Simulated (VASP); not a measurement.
# Be: single point with PBE+D3(BJ)

Crystal: Be.

```
Be
1.0
     2.56406    0.00000    0.00000
     0.00000    3.54901    0.00000
     0.00000    0.00000    3.54901
Be
4
Cartesian
  1.9230 2.6618 2.6618
  0.6410 0.8873 2.6618
  0.6410 2.6618 0.8873
  1.9230 0.8873 0.8873
```

This cell differs from its parent crystal: volume scaled by 1.10, then relaxed in part.

| Property | Result |
| --- | --- |
| Program | VASP 6.6.1 |
| Task | single point |
| Functional | PBE |
| Dispersion | D3(BJ) |
| Potentials or basis | VASP PAW PBE potentials, release 64 (Be) |
| Cutoff | 520 eV |
| k mesh | 16 × 12 × 12 |
| Occupations | gaussian, width 0.1 eV |
| Spin | no spin polarisation |
| Dipole correction | no |
| Further INCAR settings | ALGO = Normal; EDIFF = 1e-06; NBANDS = 12 |

* Pressure: -10.8 GPa
* Band gap on the k mesh: zero (band 4 reaches 8.82 eV, above the bottom of band 5 at 6.54 eV)
* Dispersion energy per atom: -0.347 eV

Stress tensor (GPa, compression positive):
```
-10.77   0.00   0.00
  0.00 -10.88   0.00
  0.00   0.00 -10.88
```

Levels at points of the mesh, in eV from the Fermi level:
| k point | band 2 | band 3 | band 4 | band 5 | band 6 | band 7 |
| --- | --- | --- | --- | --- | --- | --- |
| (0.00, 0.00, 0.00) | -5.05 | -5.05 | 0.43 | 0.43 | 3.29 | 4.11 |
| (0.50, 0.00, 0.00) | -7.84 | 0.50 | 0.50 | 0.50 | 0.50 | 0.66 |
| (0.00, 0.50, 0.00) | -9.93 | -2.21 | -2.21 | 1.45 | 1.45 | 6.04 |
| (0.50, 0.50, 0.00) | -5.75 | -5.75 | -5.75 | 3.29 | 3.29 | 3.29 |
| (0.00, 0.50, 0.50) | -7.65 | -7.65 | -7.65 | 8.76 | 8.76 | 8.76 |
| (0.50, 0.50, 0.50) | -5.22 | -5.22 | -5.22 | 0.16 | 0.16 | 0.16 |

It took 40 s on 1 thread of Intel(R) Xeon(R) Platinum 8488C (Sapphire Rapids), on a shared host, peak memory 0.2 GiB.

Caveat: pairwise dispersion overbinds metals, which lowers pressure and volume.
